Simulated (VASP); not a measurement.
Wanted: the native input for a VASP 6.6.1 run.

```
Task                   : single point
Functional             : PBEsol
Potentials or basis    : VASP PAW PBE potentials, release 64 (Sr_sv, Tl_d)
Cutoff                 : 520 eV
k mesh                 : 4 × 4 × 4
Occupations            : methfessel-paxton, width 0.1 eV
Spin                   : no spin polarisation
Dipole correction      : no
Further INCAR settings : ALGO = Normal; EDIFF = 1e-06; NBANDS = 32
```

The structure of SrTl3 lies in POSCAR:

```
SrTl3
1.0
    4.9441870000      0.0000000000      0.0000000000
    0.0000000000      4.9441870000      0.0000000000
    0.0000000000      0.0000000000      4.9441870000
Sr Tl
1 3
Direct
    0.0000000000      0.0000000000      0.0000000000
    0.0000000000      0.5000000000      0.5000000000
    0.5000000000      0.0000000000      0.5000000000
    0.5000000000      0.5000000000      0.0000000000
```

The input as run:

INCAR

```
SYSTEM = SrTl3
  PREC = Accurate
  ENCUT = 520
  EDIFF = 1E-6
  ISMEAR = 1
  SIGMA = 0.1
  LREAL = .False.
  LASPH = .True.
  NELM = 60
  ALGO = Normal
  ISIF = 2
  LWAVE = .False.
  LCHARG = .False.
  GGA = PS
  NBANDS = 32
```

KPOINTS

```
Automatic mesh
0
Gamma
  4 4 4
  0 0 0
```

Potentials or basis: VASP PAW PBE potentials, release 64 (Sr_sv, Tl_d).

Launch:

```bash
$ cat potpaw_PBE.64/Sr_sv/POTCAR potpaw_PBE.64/Tl_d/POTCAR > POTCAR
$ mpirun -np 1 vasp_std > vasp.out
```

Results of the run:

The pressure is -1.5 GPa.

Caveat: the PAW data sets were made with another functional, which shifts forces and pressure a little.

It took 24 s on 1 thread of Intel(R) Xeon(R) Platinum 8375C CPU @ 2.90GHz (Ice Lake) (shared host), peak memory 0.25 GiB.
